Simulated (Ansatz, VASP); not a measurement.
# MgO: VASP beside Ansatz

```xyz
2
Lattice="0.0000 2.1071 2.1071 2.1071 0.0000 2.1071 2.1071 2.1071 0.0000" Properties=species:S:1:pos:R:3 pbc="T T T"
Mg    0.0000    0.0000    0.0000
O     2.1071    2.1071    2.1071
```

Alike in both runs: functional PBEsol; k mesh 15 × 15 × 15; occupations fermi-dirac, width 0.05 eV; no spin polarisation.

Ansatz relaxed the structure, and its values are those at the end. VASP's run is a single point on that final structure, the one shown.

```csv
,VASP,Ansatz
version,VASP 6.6.1,Ansatz 0.2.0
potentials or method,"VASP PAW PBE potentials, release 64 (Mg, O)","PAW with Ansatz's default frozen-core files, scalar-relativistic"
plane-wave cutoff (eV),520,420
valence electrons in the cell,8,16
```

|  | VASP | Ansatz | Ansatz less VASP |
| --- | --- | --- | --- |
| pressure (GPa) | -0.5 | 0.0 | +0.50 |

VASP's potentials were made for PBE, not for PBEsol. The functional is the same, so the differences come from potentials, cutoffs and numerics. VASP's potentials hold 8 valence electrons a cell and Ansatz's 16, so a difference there can come from the potentials and not from the codes.
